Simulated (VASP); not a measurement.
# ZrB (Fm-3m) in VASP: further runs

The runs below take ZrB through single point, with PBEsol.

Everything below comes from runs of VASP 6.6.1. Logs are shortened: lines on timing, memory, paths and dates and some standing lists are left out, and cuts for length are marked.

## (1) The cell of the first run

The structure is cubic, space group Fm-3m (No. 225). The conventional cell has a = 4.650 Å, b = 4.650 Å, c = 4.650 Å, α = 90.00°, β = 90.00°, γ = 90.00°. Zr (site symmetry m-3m) has 6 B at 2.33 Å within 3.1 Å. Within 3.1 Å of B (site symmetry m-3m) lie 6 Zr at 2.33 Å.

## (2) Single point, PBEsol

Input file INCAR:

```
SYSTEM = ZrB
  ALGO = Normal
  EDIFF = 1E-6
  ENCUT = 520
  GGA = PS
  ISIF = 2
  ISMEAR = 0
  LASPH = .True.
  LCHARG = .False.
  LREAL = .False.
  LWAVE = .False.
  NBANDS = 14
  NELM = 80
  PREC = Accurate
  SIGMA = 0.15
```

Input file KPOINTS:

```
k-points
0
Gamma
  18 18 18
  0 0 0
```

Input file POSCAR:

```
ZrB
1.0
    0.0000000000      2.3250000000      2.3250000000
    2.3250000000      0.0000000000      2.3250000000
    2.3250000000      2.3250000000      0.0000000000
Zr B
1 1
Direct
    0.0000000000      0.0000000000      0.0000000000
    0.5000000000      0.5000000000      0.5000000000
```

Potentials or basis: VASP PAW PBE potentials, release 64 (Zr_sv, B).

Run with:

```console
$ cat potpaw_PBE.64/Zr_sv/POTCAR potpaw_PBE.64/B/POTCAR > POTCAR
$ mpirun -np 1 vasp_std > vasp.out
```

OUTCAR:

```text
SYSTEM = ZrB
   EDIFF = 1E-6
   ENCUT = 520
   GGA = PS
   ISIF = 2
   ISMEAR = 0
   LASPH = .True.
   LREAL = .False.
   NELM = 80
   PREC = Accurate

 ion  position               nearest neighbor table
   1  0.000  0.000  0.000-   2 2.33   2 2.33   2 2.33   2 2.33   2 2.33   2 2.33
   2  0.500  0.500  0.500-   1 2.33   1 2.33   1 2.33   1 2.33   1 2.33   1 2.33

  LATTYP: Found a face centered cubic cell.
 ALAT       =     4.6500000000

  Lattice vectors:

 A1 = (   0.0000000000,   2.3250000000,   2.3250000000)
 A2 = (   2.3250000000,   0.0000000000,   2.3250000000)
 A3 = (   2.3250000000,   2.3250000000,   0.0000000000)

Analysis of symmetry for initial positions (statically):
=====================================================================
 Subroutine PRICEL returns:
 Original cell was already a primitive cell.

 Routine SETGRP: Setting up the symmetry group for a
 face centered cubic supercell.

 Subroutine GETGRP returns: Found 48 space group operations
 (whereof 48 operations were pure point group operations)
 out of a pool of 48 trial point group operations.

The static configuration has the point symmetry O_h .

Analysis of symmetry for dynamics (positions and initial velocities):
=====================================================================
 Subroutine PRICEL returns:
 Original cell was already a primitive cell.

 Routine SETGRP: Setting up the symmetry group for a
 face centered cubic supercell.

 Subroutine GETGRP returns: Found 48 space group operations
 (whereof 48 operations were pure point group operations)
 out of a pool of 48 trial point group operations.

The dynamic configuration has the point symmetry O_h .

 Subroutine INISYM returns: Found 48 space group operations
 (whereof 48 operations are pure point group operations),
 and found     1 'primitive' translations

----------------------------------------------------------------------------------------

                                     Primitive cell

  volume of cell :      25.1362

  direct lattice vectors                    reciprocal lattice vectors
     0.000000000  2.325000000  2.325000000    -0.215053763  0.215053763  0.215053763
     2.325000000  0.000000000  2.325000000     0.215053763 -0.215053763  0.215053763
     2.325000000  2.325000000  0.000000000     0.215053763  0.215053763 -0.215053763

  length of vectors
     3.288046533  3.288046533  3.288046533     0.372484045  0.372484045  0.372484045

  position of ions in fractional coordinates (direct lattice)
     0.000000000  0.000000000  0.000000000
     0.500000000  0.500000000  0.500000000

  ion indices of the primitive-cell ions
   primitive index   ion index
                 1           1
                 2           2

----------------------------------------------------------------------------------------

 KPOINTS: k-points

Automatic generation of k-mesh.
 Grid dimensions read from file:
 generate k-points for:   18   18   18

 Generating k-lattice:

  Cartesian coordinates                     Fractional coordinates (reciprocal lattice)
    -0.011947431  0.011947431  0.011947431     0.055555556  0.000000000  0.000000000
     0.011947431 -0.011947431  0.011947431     0.000000000  0.055555556  0.000000000
     0.011947431  0.011947431 -0.011947431     0.000000000  0.000000000  0.055555556

  Length of vectors
     0.020693558  0.020693558  0.020693558

  Shift w.r.t. Gamma in fractional coordinates (k-lattice)
     0.000000000  0.000000000  0.000000000

 Subroutine IBZKPT returns following result:
 ===========================================

 Found    195 irreducible k-points:

 Following reciprocal coordinates:
            Coordinates               Weight
  0.000000  0.000000  0.000000      1.000000
  0.055556  0.000000  0.000000      8.000000
  0.111111  0.000000  0.000000      8.000000
  0.166667  0.000000  0.000000      8.000000
  0.222222  0.000000  0.000000      8.000000
  0.277778  0.000000  0.000000      8.000000
[... 16 lines left out ...]
 -0.277778  0.055556  0.000000     24.000000
 -0.222222  0.055556  0.000000     24.000000
 [... further k-points ...]
   k-points           NKPTS =    195   k-points in BZ     NKDIM =    195   number of bands    NBANDS=     14
   number of dos      NEDOS =    301   number of ions     NIONS =      2
   total plane-waves  NPLWV =  13824
   dimension x,y,z NGX =    24 NGY =   24 NGZ =   24
   dimension x,y,z NGXF=    48 NGYF=   48 NGZF=   48
   ions per type =               1   1
   NGX,Y,Z   is equivalent  to a cutoff of  12.13, 12.13, 12.13 a.u.
   NGXF,Y,Z  is equivalent  to a cutoff of  24.27, 24.27, 24.27 a.u.
 SYSTEM =  ZrB
   PREC   = accura    normal or accurate (medium, high low for compatibility)
   ISTART =      0    job   : 0-new  1-cont  2-samecut
   ICHARG =      2    charge: 1-file 2-atom 10-const
   ISPIN  =      1    spin polarized calculation?
   LNONCOLLINEAR =      F non collinear calculations
   LSORBIT =      F    spin-orbit coupling
   LASPH  =      T    aspherical Exc in radial PAW
   ENCUT  =  520.0 eV  38.22 Ry    6.18 a.u.   6.11  6.11  6.11*2*pi/ulx,y,z
   NELM   =     80;   NELMIN=  2; NELMDL= -5     # of ELM steps
   EDIFF  = 0.1E-05   stopping-criterion for ELM
   LREAL  =      F    real-space projection
   EDIFFG = 0.1E-04   stopping-criterion for IOM
   NSW    =      0    number of steps for IOM
   IBRION =     -1    ionic relax: 0-MD 1-quasi-New 2-CG
   NFREE  =      0    steps in history (QN), initial steepest desc. (CG)
   ISIF   =      2    stress and relaxation
   ISYM   =      2    0-nonsym 1-usesym 2-fastsym
   POTIM  = 0.5000    time-step for ionic-motion
   TEBEG  =    0.0;   TEEND  =   0.0 temperature during run
   PSTRESS=    0.0 pullay stress
   NELECT =      15.0000    total number of electrons
   NUPDOWN=      -1.0000    fix difference up-down
   EMIN   =  10.00;   EMAX   =-10.00  energy-range for DOS
   EFERMI =   0.00;   METHOD = LEGACY
   ISMEAR =     0;   SIGMA  =   0.15  broadening in eV -4-tet -1-fermi 0-gaus
   EFERMI_NEDOS =   21; number of points for ismear=-14 and -15
   IALGO  =     38    algorithm
   IMIX   =      4    mixing-type and parameters
     AMIX     =   0.40;   BMIX     =  1.00
     AMIX_MAG =   1.60;   BMIX_MAG =  1.00
  volume/ion in A,a.u.               =      12.57        84.81
  Fermi-wavevector in a.u.,A,eV,Ry     =   1.378285  2.604581 25.846565  1.899669
  Thomas-Fermi vector in A             =   2.503360
   LORBIT       =      0    0 simple, 1 ext, 2 COOP (PROOUT), +10 PAW based schemes
   GGA     = PS    functional components
   LHFCALC =     F    Hartree Fock is set to
   AEXX    =    0.0000 exact exchange contribution
   IVDW    =     0    specifies the selected vdW correction
   LEPSILON=     F    determine dielectric tensor
   LRPA    =     F    only Hartree local field effects (RPA)
 non-spin polarized calculation
 Gauss-broadening in eV      SIGMA  =   0.15
  energy-cutoff  :      520.00
  volume of cell :       25.14
 maximum number of plane-waves:       700
   NGX = 13   NGY = 13   NGZ = 13

 number of electron      15.0000000 magnetization

 Free energy of the ion-electron system (eV)
  ---------------------------------------------------
  ext. energy  EPLUGINS =         0.00000000
  ---------------------------------------------------
  free energy    TOTEN  =       -16.62178987 eV

  energy without entropy =      -16.60934546  energy(sigma->0) =      -16.61556767

 E-fermi :   8.9044     XC(G=0): -12.3312

 val. band max:        8.9016536699   @ k =  -0.3889   0.3889   0.1111
 cond. band min:       8.9236490729   @ k =  -0.2222   0.0556   0.0000
 fundamental gap:      0.0219954030
 Fermi energy:         8.9044206589

 k-point     1 :       0.0000    0.0000    0.0000
  band No.  band energies     occupation
      1     -37.7520      2.00000
      2     -15.5220      2.00000
      3     -15.5220      2.00000
      4     -15.5220      2.00000
      5       0.5989      2.00000
      6      10.7992      0.00000
      7      10.7992      0.00000
      8      10.7992      0.00000
      9      12.6075      0.00000
     10      12.6075      0.00000
     11      12.7609      0.00000
     12      12.7609      0.00000
     13      12.7609      0.00000
     14      20.0104      0.00000

 k-point     2 :       0.0556    0.0000    0.0000
  band No.  band energies     occupation
      1     -37.7484      2.00000
      2     -15.5537      2.00000
      3     -15.5249      2.00000
      4     -15.5249      2.00000
      5       0.6847      2.00000
      6      10.5258      0.00000
      7      10.7730      0.00000
      8      10.7730      0.00000
      9      11.8037      0.00000
     10      11.8037      0.00000
     11      12.9057      0.00000
     12      13.7585      0.00000
     13      13.7585      0.00000
     14      20.2223      0.00000

 k-point     3 :       0.1111    0.0000    0.0000
  band No.  band energies     occupation
      1     -37.7379      2.00000
      2     -15.6439      2.00000
      3     -15.5333      2.00000
      4     -15.5333      2.00000
      5       0.9353      2.00000
      6       9.9039      0.00000
      7      10.4026      0.00000
      8      10.4026      0.00000
      9      11.4982      0.00000
     10      11.4982      0.00000
     11      13.1766      0.00000
     12      14.9320      0.00000
     13      14.9320      0.00000
     14      20.8213      0.00000
[... 324 lines left out ...]
 k-point    23 :      -0.2778    0.0556    0.0000
  band No.  band energies     occupation
      1     -37.6717      2.00000
      2     -16.1598      2.00000
      3     -15.6201      2.00000
      4     -15.5714      2.00000
      5       2.6920      2.00000
      6       7.3651      2.00000
      7       8.2380      2.00000
      8       8.4582      1.99997
      9      12.6485      0.00000
     10      13.2964      0.00000
     11      14.3532      0.00000
     12      18.4559      0.00000
     13      19.8829      0.00000
     14      21.1592      0.00000

 k-point    24 :      -0.2222    0.0556    0.0000
  band No.  band energies     occupation
      1     -37.6925      2.00000
      2     -15.9994      2.00000
      3     -15.6029      2.00000
      4     -15.5540      2.00000
      5       2.0902      2.00000
      6       8.0921      2.00000
      7       8.7189      1.91969
      8       8.9236      0.85614
      9      12.0530      0.00000
     10      12.7914      0.00000
     11      13.9850      0.00000
     12      17.2205      0.00000
     13      18.6108      0.00000
     14      22.0567      0.00000

 [... further k-points ...]
[... 5 lines left out ...]
  --------------------------------------------------------------------------------------
  -------------------------------------------------------------------------------------
  Total        4.6625346      4.6625346      4.6625346     -0.0000000      0.0000000     -0.0000000
  in kB      297.1897175    297.1897175    297.1897175     -0.0000000      0.0000000     -0.0000000
  external PRESSURE =     297.1897175 kB  Pullay stress =       0.0000000 kB

 VOLUME and BASIS-vectors are now :
 -----------------------------------------------------------------------------
  energy-cutoff  :      520.00
  volume of cell :       25.14
      direct lattice vectors                 reciprocal lattice vectors
     0.000000000  2.325000000  2.325000000    -0.215053763  0.215053763  0.215053763
     2.325000000  0.000000000  2.325000000     0.215053763 -0.215053763  0.215053763
     2.325000000  2.325000000  0.000000000     0.215053763  0.215053763 -0.215053763

 POSITION                                       TOTAL-FORCE (eV/Angst)
 -----------------------------------------------------------------------------------
      0.00000      0.00000      0.00000         0.000000      0.000000      0.000000
      2.32500      2.32500      2.32500        -0.000000     -0.000000     -0.000000
 -----------------------------------------------------------------------------------
    total drift:                                0.000000     -0.000000     -0.000000

  FREE ENERGIE OF THE ION-ELECTRON SYSTEM (eV)
  ---------------------------------------------------
  free  energy   TOTEN  =       -16.6217898739 eV

  energy  without entropy=      -16.6093454647  energy(sigma->0) =      -16.61556767
```

Wall time 16 s (1 thread of Intel Xeon 6975P-C (Granite Rapids), shared host); peak memory 0.19 GiB.

What came out:

```yaml
Free_energy: -16.6218 eV
Pressure: 29.7 GPa
```

Caveat: the PAW data sets were made with another functional, which shifts forces and pressure a little.

## (3) Single point, PBEsol

Input file INCAR:

```
SYSTEM = ZrB
PREC = Accurate
ENCUT = 520
EDIFF = 1E-6
ISMEAR = 0
SIGMA = 0.15
LREAL = .False.
LASPH = .True.
NELM = 80
ALGO = Normal
ISIF = 2
LWAVE = .False.
LCHARG = .False.
GGA = PS
NBANDS = 14
```

Input file KPOINTS:

```
regular mesh
0
Gamma
  20 20 20
  0 0 0
```

POSCAR is that of step 2.

Potentials or basis: VASP PAW PBE potentials, release 64 (Zr_sv, B).

Run with:

```console
$ cat potpaw_PBE.64/Zr_sv/POTCAR potpaw_PBE.64/B/POTCAR > POTCAR
$ mpirun -np 1 vasp_std > vasp.out
```

Run time: 20 s. Hardware: 1 thread of Intel Xeon 6975P-C (Granite Rapids), shared host; peak memory 0.21 GiB.

Results (log left out):

| Quantity | Value |
| --- | --- |
| Free energy | -16.6223 eV |
| Pressure | 29.7 GPa |

Levels at points of the mesh, in eV from the Fermi level:
```
           k point  band 6  band 7  band 8  band 9  band 10  band 11
(0.00, 0.00, 0.00)    1.88    1.88    1.88    3.69     3.69     3.85
(0.50, 0.00, 0.00)   -3.54   -1.42   -1.42    5.76     5.76     7.37
(0.50, 0.50, 0.00)   -1.17   -0.29    2.57    2.57     5.48     6.93
```

Caveat: the PAW data sets were made with another functional, which shifts forces and pressure a little.
